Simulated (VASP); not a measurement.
Here is a VASP 6.6.1 calculation.

The input INCAR:

```
SYSTEM = Tl
  PREC = Accurate
  ENCUT = 520
  EDIFF = 1E-6
  ISMEAR = -1
  SIGMA = 0.05
  LREAL = .FALSE.
  LASPH = .TRUE.
  NELM = 100
  ALGO = Normal
  ISIF = 2
  LWAVE = .FALSE.
  LCHARG = .FALSE.
  GGA = PE
  NBANDS = 20
```

Contents of KPOINTS:

```
regular mesh
0
G
  11 11 6
  0 0 0
```

File POSCAR:

```
Tl
1.0
    3.4559983565      0.0691199671      0.0691199671
   -1.6681395309      2.9584223886      0.0252996639
    0.1105000000      0.1105000000      5.5250000000
Tl
2
Direct
    0.3333333333      0.6666666667      0.2500000000
    0.6666666667      0.3333333333      0.7500000000
```

Potentials or basis: VASP PAW PBE potentials, release 64 (Tl_d).

The run is started by

```sh
$ cat potpaw_PBE.64/Tl_d/POTCAR > POTCAR
$ mpirun -np 1 vasp_std > vasp.out
```

**Question.** Predict the largest force.

**Answer.** 0.035 eV/Å.

**Question.** Estimate the band gap on the k mesh.

**Answer.** Zero (bands 13 and 14 overlap by 5.60 eV).

Forces in eV/Å, atoms in the order of the input:
```
Tl  -0.034 -0.001  0.007
Tl   0.034  0.001 -0.007
```

Caveat: the cell differs from its parent crystal (equal xy, yz and zx shear strains of +4 %); spin-orbit coupling is left out, which moves the levels of the heavy elements.
